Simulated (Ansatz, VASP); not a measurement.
# MoS2: VASP beside Ansatz

The input INCAR:

```
PREC = Accurate ; ENCUT = 520
EDIFF = 1E-6 ; ISMEAR = 0
SIGMA = 0.05 ; LREAL = F
LASPH = T ; NELM = 60
ALGO = Normal ; ISIF = 2
LWAVE = F ; LCHARG = F
GGA = PE ; IVDW = 12
NBANDS = 35
```

File KPOINTS:

```
Automatic mesh
0
Gamma
  12 12 4
```

File POSCAR:

```
MoS2
1.0
    3.1179000000      0.0000000000      0.0000000000
   -1.5589500000      2.7001806064      0.0000000000
    0.0000000000      0.0000000000     11.8781000000
Mo S
2 4
Direct
    0.6666666667      0.3333333333      0.2501439769
    0.3333333333      0.6666666667      0.7498560231
    0.3333333333      0.6666666667      0.3795985159
    0.6666666667      0.3333333333      0.8793132861
    0.3333333333      0.6666666667      0.1206867139
    0.6666666667      0.3333333333      0.6204014841
```

Input for Ansatz:

```yaml
crystal:
  lattice:
    - [3.1179, 0.0, 0.0]
    - [-1.55895, 2.7001806064, 0.0]
    - [0.0, 0.0, 11.8781]
  atoms:
    - { symbol: Mo, position: [0.6666666667, 0.3333333333, 0.2501439769] }
    - { symbol: Mo, position: [0.3333333333, 0.6666666667, 0.7498560231] }
    - { symbol: S, position: [0.3333333333, 0.6666666667, 0.3795985159] }
    - { symbol: S, position: [0.6666666667, 0.3333333333, 0.8793132861] }
    - { symbol: S, position: [0.3333333333, 0.6666666667, 0.1206867139] }
    - { symbol: S, position: [0.6666666667, 0.3333333333, 0.6204014841] }
basis:
  ecutwfc: 420
kpoints:
  mp_grid: { grid: [12, 12, 4] }
hamiltonian:
  xc: pbe
  pseudopotentials: { kind: paw, azcp: { folder: soft_1 } }
  dispersion: d3bj
scf:
  occupations: { method: gaussian, width: 0.05 }
output:
  forces: true
  stress: true
  eigenvalues: true
```

Alike in both runs: task single point; functional PBE; dispersion D3(BJ); k mesh 12 × 12 × 4; occupations gaussian, width 0.05 eV; no spin polarisation.

|  | VASP | Ansatz |
| --- | --- | --- |
| version | VASP 6.6.1 | Ansatz 0.2.0 |
| potentials or method | VASP PAW PBE potentials, release 64 (Mo_sv, S), cutoff 520 eV | scalar-relativistic, plane waves, PAW |
| valence electrons in the cell | 52 | 52 |

VASP gave:

| Item | Value |
| --- | --- |
| gap on the k mesh at the Fermi level (eV) | 0.73 |
| least direct gap on the mesh (eV) | 1.75 |
| pressure (GPa) | 6.4 |
| traceless stress, the component that is largest in VASP (GPa) | 1.52 |
| rms of the force components (eV/Å) | 0.347 |

Which values does Ansatz return?

gap on the k mesh at the Fermi level (eV): 0.71; least direct gap on the mesh (eV): 1.74; pressure (GPa): 6.6; traceless stress, the component that is largest in VASP (GPa): 1.58; rms of the force components (eV/Å): 0.355.

Atom by atom the forces differ by 0.009 eV/Å (rms over components).
